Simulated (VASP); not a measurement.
# MgO (zincblende type) (F-43m) in VASP: notebook

MgO (zincblende type) is run at these levels: PBE; tasks: relaxation of cell and atoms.

Program: VASP 6.6.1. These are calculated values, not measurements. Logs are shortened: lines on timing, memory, paths and dates and some standing lists are left out, and cuts for length are marked.

## Step 1: The cell of the first run

It takes space group F-43m (No. 216, cubic). The conventional cell has a = 4.520 Å, b = 4.520 Å, c = 4.520 Å, α = 90.00°, β = 90.00°, γ = 90.00°. Mg (site symmetry -43m) has 4 O at 1.96 Å within 2.6 Å. Within 2.6 Å of O (site symmetry -43m) lie 4 Mg at 1.96 Å.

## Step 2: Relaxation of cell and atoms, PBE, target pressure -0.0091 GPa, at which the enthalpy is minimised

INCAR

```
ALGO = Normal ; EDIFF = 1E-6
EDIFFG = -0.005 ; ENCUT = 600
GGA = PE ; IBRION = 2
ISIF = 3 ; ISMEAR = -1
LASPH = True ; LCHARG = False
LREAL = False ; LWAVE = False
NELM = 60 ; NSW = 60
PREC = Accurate ; PSTRESS = -0.091
SIGMA = 0.08
```

KPOINTS

```
k-points
0
Gamma
  15 15 15
```

POSCAR

```
MgO
1.0
    0.0000000000      2.2602143964      2.2602143964
    2.2602143964      0.0000000000      2.2602143964
    2.2602143964      2.2602143964      0.0000000000
Mg O
1 1
Direct
    0.0000000000      0.0000000000      0.0000000000
    0.2500000000      0.2500000000      0.2500000000
```

Potentials or basis: VASP PAW PBE potentials, release 64 (Mg, O).

Started as:

```sh
cat potpaw_PBE.64/Mg/POTCAR potpaw_PBE.64/O/POTCAR > POTCAR
mpirun -np 1 vasp_std > vasp.out
```

OUTCAR:

```text
EDIFF = 1E-6
   EDIFFG = -0.005
   ENCUT = 600
   GGA = PE
   IBRION = 2
   ISIF = 3
   ISMEAR = -1
   LASPH = True
   LREAL = False
   NELM = 60
   NSW = 60
   PREC = Accurate
   PSTRESS = -0.091

 ion  position               nearest neighbor table
   1  0.000  0.000  0.000-   2 1.96   2 1.96   2 1.96   2 1.96
   2  0.250  0.250  0.250-   1 1.96   1 1.96   1 1.96   1 1.96

  LATTYP: Found a face centered cubic cell.
 ALAT       =     4.5204287928

  Lattice vectors:

 A1 = (   0.0000000000,   2.2602143964,   2.2602143964)
 A2 = (   2.2602143964,   0.0000000000,   2.2602143964)
 A3 = (   2.2602143964,   2.2602143964,   0.0000000000)

Analysis of symmetry for initial positions (statically):
=====================================================================
 Subroutine PRICEL returns:
 Original cell was already a primitive cell.

 Routine SETGRP: Setting up the symmetry group for a
 face centered cubic supercell.

 Subroutine GETGRP returns: Found 24 space group operations
 (whereof 24 operations were pure point group operations)
 out of a pool of 48 trial point group operations.

The static configuration has the point symmetry T_d .

Analysis of symmetry for dynamics (positions and initial velocities):
=====================================================================
 Subroutine PRICEL returns:
 Original cell was already a primitive cell.

 Routine SETGRP: Setting up the symmetry group for a
 face centered cubic supercell.

 Subroutine GETGRP returns: Found 24 space group operations
 (whereof 24 operations were pure point group operations)
 out of a pool of 48 trial point group operations.

The dynamic configuration has the point symmetry T_d .

 Subroutine INISYM returns: Found 24 space group operations
 (whereof 24 operations are pure point group operations),
 and found     1 'primitive' translations

----------------------------------------------------------------------------------------

                                     Primitive cell

  volume of cell :      23.0929

  direct lattice vectors                    reciprocal lattice vectors
     0.000000000  2.260214396  2.260214396    -0.221217952  0.221217952  0.221217952
     2.260214396  0.000000000  2.260214396     0.221217952 -0.221217952  0.221217952
     2.260214396  2.260214396  0.000000000     0.221217952  0.221217952 -0.221217952

  length of vectors
     3.196425853  3.196425853  3.196425853     0.383160733  0.383160733  0.383160733

  position of ions in fractional coordinates (direct lattice)
     0.000000000  0.000000000  0.000000000
     0.250000000  0.250000000  0.250000000

  ion indices of the primitive-cell ions
   primitive index   ion index
                 1           1
                 2           2

----------------------------------------------------------------------------------------

 KPOINTS: k-points

Automatic generation of k-mesh.
 Grid dimensions read from file:
 generate k-points for:   15   15   15

 Generating k-lattice:

  Cartesian coordinates                     Fractional coordinates (reciprocal lattice)
    -0.014747863  0.014747863  0.014747863     0.066666667  0.000000000  0.000000000
     0.014747863 -0.014747863  0.014747863     0.000000000  0.066666667  0.000000000
     0.014747863  0.014747863 -0.014747863     0.000000000  0.000000000  0.066666667

  Length of vectors
     0.025544049  0.025544049  0.025544049

  Shift w.r.t. Gamma in fractional coordinates (k-lattice)
     0.000000000  0.000000000  0.000000000

 Subroutine IBZKPT returns following result:
 ===========================================

 Found    120 irreducible k-points:

 Following reciprocal coordinates:
            Coordinates               Weight
  0.000000  0.000000  0.000000      1.000000
  0.066667  0.000000  0.000000      8.000000
  0.133333  0.000000  0.000000      8.000000
  0.200000  0.000000  0.000000      8.000000
  0.266667  0.000000  0.000000      8.000000
  0.333333  0.000000  0.000000      8.000000
[... 16 lines left out ...]
  0.133333  0.133333  0.000000      6.000000
  0.200000  0.133333  0.000000     24.000000
 [... further k-points ...]
   k-points           NKPTS =    120   k-points in BZ     NKDIM =    120   number of bands    NBANDS=      8
   number of dos      NEDOS =    301   number of ions     NIONS =      2
   total plane-waves  NPLWV =  21952
   dimension x,y,z NGX =    28 NGY =   28 NGZ =   28
   dimension x,y,z NGXF=    56 NGYF=   56 NGZF=   56
   ions per type =               1   1
   NGX,Y,Z   is equivalent  to a cutoff of  14.56, 14.56, 14.56 a.u.
   NGXF,Y,Z  is equivalent  to a cutoff of  29.13, 29.13, 29.13 a.u.
 SYSTEM =  unknown system
   PREC   = accura    normal or accurate (medium, high low for compatibility)
   ISTART =      0    job   : 0-new  1-cont  2-samecut
   ICHARG =      2    charge: 1-file 2-atom 10-const
   ISPIN  =      1    spin polarized calculation?
   LNONCOLLINEAR =      F non collinear calculations
   LSORBIT =      F    spin-orbit coupling
   LASPH  =      T    aspherical Exc in radial PAW
   ENCUT  =  600.0 eV  44.10 Ry    6.64 a.u.   6.38  6.38  6.38*2*pi/ulx,y,z
   NELM   =     60;   NELMIN=  2; NELMDL= -5     # of ELM steps
   EDIFF  = 0.1E-05   stopping-criterion for ELM
   LREAL  =      F    real-space projection
   EDIFFG = -.5E-02   stopping-criterion for IOM
   NSW    =     60    number of steps for IOM
   IBRION =      2    ionic relax: 0-MD 1-quasi-New 2-CG
   NFREE  =      1    steps in history (QN), initial steepest desc. (CG)
   ISIF   =      3    stress and relaxation
   ISYM   =      2    0-nonsym 1-usesym 2-fastsym
   POTIM  = 0.5000    time-step for ionic-motion
   TEBEG  =    0.0;   TEEND  =   0.0 temperature during run
   PSTRESS=   -0.1 pullay stress
   NELECT =       8.0000    total number of electrons
   NUPDOWN=      -1.0000    fix difference up-down
   EMIN   =  10.00;   EMAX   =-10.00  energy-range for DOS
   EFERMI =   0.00;   METHOD = LEGACY
   ISMEAR =    -1;   SIGMA  =   0.08  broadening in eV -4-tet -1-fermi 0-gaus
   EFERMI_NEDOS =   21; number of points for ismear=-14 and -15
   IALGO  =     38    algorithm
   IMIX   =      4    mixing-type and parameters
     AMIX     =   0.40;   BMIX     =  1.00
     AMIX_MAG =   1.60;   BMIX_MAG =  1.00
  volume/ion in A,a.u.               =      11.55        77.92
  Fermi-wavevector in a.u.,A,eV,Ry     =   1.149772  2.172755 17.986581  1.321976
  Thomas-Fermi vector in A             =   2.286440
   LORBIT       =      0    0 simple, 1 ext, 2 COOP (PROOUT), +10 PAW based schemes
   GGA     = PE    functional components
   LHFCALC =     F    Hartree Fock is set to
   AEXX    =    0.0000 exact exchange contribution
   IVDW    =     0    specifies the selected vdW correction
   LEPSILON=     F    determine dielectric tensor
   LRPA    =     F    only Hartree local field effects (RPA)
 conjugate gradient relaxation of ions
 non-spin polarized calculation
  energy-cutoff  :      600.00
  volume of cell :       23.09
 maximum number of plane-waves:       787
 NGX is ok and might be reduce to    28
   NGX = 13   NGY = 13   NGZ = 13

--------------------------------------- Ionic step        1  -------------------------------------------

 number of electron       8.0000000 magnetization

 Free energy of the ion-electron system (eV)
  ---------------------------------------------------
  ext. energy  EPLUGINS =         0.00000000
  ---------------------------------------------------
  free energy    TOTEN  =       -11.67296282 eV

  energy without entropy =      -11.67296282  energy(sigma->0) =      -11.67296282

------------------------ aborting loop because EDIFF is reached ----------------------------------------

  FORCE on cell =-STRESS in cart. coord.  units (eV):
  Direction    XX          YY          ZZ          XY          YZ          ZX
  --------------------------------------------------------------------------------------
  -------------------------------------------------------------------------------------
  Total        1.0486962      1.0486962      1.0486962     -0.0000000     -0.0000000      0.0000000
  in kB       72.7581046     72.7581046     72.7581046     -0.0000000     -0.0000000      0.0000000
  external PRESSURE =      72.8491046 kB  Pullay stress =      -0.0910000 kB

 VOLUME and BASIS-vectors are now :
 -----------------------------------------------------------------------------
  energy-cutoff  :      600.00
  volume of cell :       23.09
      direct lattice vectors                 reciprocal lattice vectors
     0.000000000  2.260214396  2.260214396    -0.221217952  0.221217952  0.221217952
     2.260214396  0.000000000  2.260214396     0.221217952 -0.221217952  0.221217952
     2.260214396  2.260214396  0.000000000     0.221217952  0.221217952 -0.221217952
[... 8 lines left out ...]
  FREE ENERGIE OF THE ION-ELECTRON SYSTEM (eV)
  ---------------------------------------------------
  free  energy   TOTEN  =       -11.6729628170 eV

  energy  without entropy=      -11.6729628169  energy(sigma->0) =      -11.67296282

  enthalpy is  TOTEN    =       -11.6742744421 eV   P V=       -0.0013116251

--------------------------------------- Ionic step        2  -------------------------------------------

 number of electron       8.0000002 magnetization

 E-fermi :   2.3391     XC(G=0):  -9.5238

 val. band max:        0.5540421767   @ k =   0.0000   0.0000   0.0000
 cond. band min:       3.9392752565   @ k =   0.0000   0.0000   0.0000
 fundamental gap:      3.3852330799
 Fermi energy:         2.3390919848

 k-point     1 :       0.0000    0.0000    0.0000
  band No.  band energies     occupation
      1     -15.2171      2.00000
      2       0.5540      2.00000
      3       0.5540      2.00000
      4       0.5540      2.00000
      5       3.9393      0.00000
      6      16.8650      0.00000
      7      16.8650      0.00000
      8      16.8650      0.00000

 k-point     2 :       0.0667    0.0000    0.0000
  band No.  band energies     occupation
      1     -15.1928      2.00000
      2       0.3287      2.00000
      3       0.5459      2.00000
      4       0.5459      2.00000
      5       4.2033      0.00000
      6      16.4449      0.00000
      7      16.8756      0.00000
      8      16.8756      0.00000
[... 271 lines left out ...]
  FREE ENERGIE OF THE ION-ELECTRON SYSTEM (eV)
  ---------------------------------------------------
  free  energy   TOTEN  =       -11.6985020744 eV

  energy  without entropy=      -11.6985020743  energy(sigma->0) =      -11.69850207

  enthalpy is  TOTEN    =       -11.6999159059 eV   P V=       -0.0014138314

--------------------------------------- Ionic step        3  -------------------------------------------

 number of electron       8.0000002 magnetization

 Free energy of the ion-electron system (eV)
  ---------------------------------------------------
  ext. energy  EPLUGINS =         0.00000000
  ---------------------------------------------------
  free energy    TOTEN  =       -11.70165731 eV

  energy without entropy =      -11.70165731  energy(sigma->0) =      -11.70165731

 E-fermi :   2.4045     XC(G=0):  -9.6047

 val. band max:        0.6486630205   @ k =   0.0000   0.0000   0.0000
 cond. band min:       4.1388209139   @ k =   0.0000   0.0000   0.0000
 fundamental gap:      3.4901578934
 Fermi energy:         2.4045242854

 k-point     1 :       0.0000    0.0000    0.0000
  band No.  band energies     occupation
      1     -15.1751      2.00000
      2       0.6487      2.00000
      3       0.6487      2.00000
      4       0.6487      2.00000
      5       4.1388      0.00000
      6      17.1677      0.00000
      7      17.1677      0.00000
      8      17.1677      0.00000

 k-point     2 :       0.0667    0.0000    0.0000
  band No.  band energies     occupation
      1     -15.1497      2.00000
      2       0.4217      2.00000
      3       0.6405      2.00000
      4       0.6405      2.00000
      5       4.4038      0.00000
      6      16.7424      0.00000
      7      17.1780      0.00000
      8      17.1780      0.00000
[... 264 lines left out ...]
 POSITION                                       TOTAL-FORCE (eV/Angst)
 -----------------------------------------------------------------------------------
      0.00000      0.00000      0.00000         0.000000      0.000000      0.000000
      1.15136      1.15136      1.15136        -0.000000     -0.000000     -0.000000
 -----------------------------------------------------------------------------------
    total drift:                               -0.000000     -0.000000     -0.000000

  FREE ENERGIE OF THE ION-ELECTRON SYSTEM (eV)
  ---------------------------------------------------
  free  energy   TOTEN  =       -11.7016573146 eV

  energy  without entropy=      -11.7016573144  energy(sigma->0) =      -11.70165731

  enthalpy is  TOTEN    =       -11.7030443370 eV   P V=       -0.0013870224

 reached required accuracy - stopping structural energy minimisation
```

It took 78 s on 1 thread of Intel Xeon 8259CL, shared host; peak memory 0.19 GiB.

Results:

```
Free energy                                                : -11.7017 eV
Relaxed volume                                             : 12.21 Å³/atom
Relaxed cell                                               : a = 3.257 Å, b = 3.257 Å, c = 3.257 Å, α = 60.00°, β = 60.00°, γ = 60.00°
Space group after relaxing (to 0.1 Å)                      : F-43m (No. 216)
Energy change on relaxing (the run minimises the enthalpy) : -14.3 meV/atom
Ionic steps                                                : 3
Pressure after relaxing                                    : 0.0 GPa
Band gap on the k mesh                                     : 3.49 eV
```

Step by step:
| step | energy change (eV) | largest force (eV/Å) | pressure (GPa) | volume (Å³) |
| --- | --- | --- | --- | --- |
| 1 | 0.0000 | 0.0000 | 7.28 | 23.09 |
| 2 | -0.0255 | 0.0000 | -2.11 | 24.89 |
| 3 | -0.0287 | 0.0000 | 0.01 | 24.42 |

Final structure:
```
Mg O
1.0
     0.00000    2.30272    2.30272
     2.30272    0.00000    2.30272
     2.30272    2.30272    0.00000
Mg O
1 1
Direct
  0.00000 0.00000 0.00000
  0.25000 0.25000 0.25000
```

Levels at points of the mesh, in eV from the valence-band top:
```
           k point  band 2  band 3  band 4  band 5  band 6  band 7
(0.00, 0.00, 0.00)    0.00    0.00    0.00    3.49   16.52   16.52
```

Caveat: the cell is relaxed towards a set pressure, so the run minimises the enthalpy, not the energy; an odd mesh through Γ misses points on the zone boundary, where band edges can lie.

## Step 3: Relaxation of cell and atoms, PBE, target pressure -0.0091 GPa, at which the enthalpy is minimised

This run uses another cell than the first one, of 12.26 Å³/atom.

INCAR

```
PREC = Accurate
ENCUT = 600
EDIFF = 1E-6
ISMEAR = -1
SIGMA = 0.08
LREAL = F
LASPH = T
NELM = 60
ALGO = Normal
ISIF = 3
LWAVE = F
LCHARG = F
GGA = PE
IBRION = 2
NSW = 32
EDIFFG = -0.005
PSTRESS = -0.091
```

KPOINTS

```
Automatic mesh
0
Gamma
  15 15 15
```

POSCAR

```
MgO
1.0
    0.0000000000      2.3060767566      2.3060767566
    2.3060767566      0.0000000000      2.3060767566
    2.3060767566      2.3060767566      0.0000000000
Mg O
1 1
Direct
    0.0000000000      0.0000000000      0.0000000000
    0.2500000000      0.2500000000      0.2500000000
```

Potentials or basis: VASP PAW PBE potentials, release 64 (Mg, O).

Started as:

```sh
cat potpaw_PBE.64/Mg/POTCAR potpaw_PBE.64/O/POTCAR > POTCAR
mpirun -np 1 vasp_std > vasp.out
```

Wall time 56 s (1 thread of Intel Xeon 8259CL, shared host); peak memory 0.19 GiB.

The run converged. Its results:

```yaml
Free_energy: -11.7042 eV
Relaxed_volume: 12.21 Å³/atom
Relaxed_cell: a = 3.256 Å, b = 3.256 Å, c = 3.256 Å, α = 60.00°, β = 60.00°, γ = 60.00°
Space_group_after_relaxing_to_0.1_Å: F-43m (No. 216)
Energy_change_on_relaxing_the_run_minimises_the_enthalpy: -0.1 meV/atom
Ionic_steps: 3
Pressure_after_relaxing: 0.0 GPa
Band_gap_on_the_k_mesh: 3.49 eV
```

The path:
```tsv
step	energy change (eV)	largest force (eV/Å)	pressure (GPa)	volume (Å³)
1	0.0000	0.0000	-0.52	24.53
2	-0.0002	0.0000	0.11	24.39
3	-0.0002	0.0000	0.01	24.41
```

Final structure:
```
CELL_PARAMETERS angstrom
0.00000 2.30241 2.30241
2.30241 0.00000 2.30241
2.30241 2.30241 0.00000
ATOMIC_POSITIONS crystal
Mg 0.00000 0.00000 0.00000
O 0.25000 0.25000 0.25000
```

Levels at points of the mesh, in eV from the valence-band top:
| k point | band 2 | band 3 | band 4 | band 5 | band 6 | band 7 |
| --- | --- | --- | --- | --- | --- | --- |
| (0.00, 0.00, 0.00) | 0.00 | 0.00 | 0.00 | 3.49 | 16.52 | 16.52 |

Caveat: the cell is relaxed towards a set pressure, so the run minimises the enthalpy, not the energy; an odd mesh through Γ misses points on the zone boundary, where band edges can lie.
